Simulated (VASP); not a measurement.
**TeAs: single point with LDA**

Crystal: TeAs.

```
Te As
1.0
     3.53233    0.00000    0.00000
     0.00000    3.53233    0.00000
     0.00000    0.00000    3.53233
Te As
1 1
Direct
  0.00000 0.00000 0.00000
  0.50000 0.50000 0.50000
```

| Item | Value |
| --- | --- |
| Program | VASP 6.6.1 |
| Task | single point |
| Functional | LDA |
| Potentials or basis | VASP PAW LDA potentials, release 64 (Te, As) |
| Cutoff | 520 eV |
| k mesh | 13 × 13 × 13 |
| Occupations | fermi-dirac, width 0.02 eV |
| Spin | no spin polarisation |
| Dipole correction | no |
| Further INCAR settings | ALGO = Normal; EDIFF = 1e-07; NBANDS = 12 |

- Pressure: 0.1 GPa

Levels at points of the mesh, in eV from the Fermi level:
```tsv
k point	band 1	band 2	band 3	band 4	band 5	band 6	band 7	band 8	band 9	band 10
(0.00, 0.00, 0.00)	-15.06	-7.64	-2.90	-2.90	-2.90	2.98	2.98	4.62	4.62	4.62
```

Wall time 25 s on 1 thread of Intel(R) Xeon(R) Platinum 8259CL CPU @ 2.50GHz (Skylake/Cascade Lake), with other jobs on the host, peak memory 0.17 GiB.

Caveat: spin-orbit coupling is left out, which moves the levels of the heavy elements.
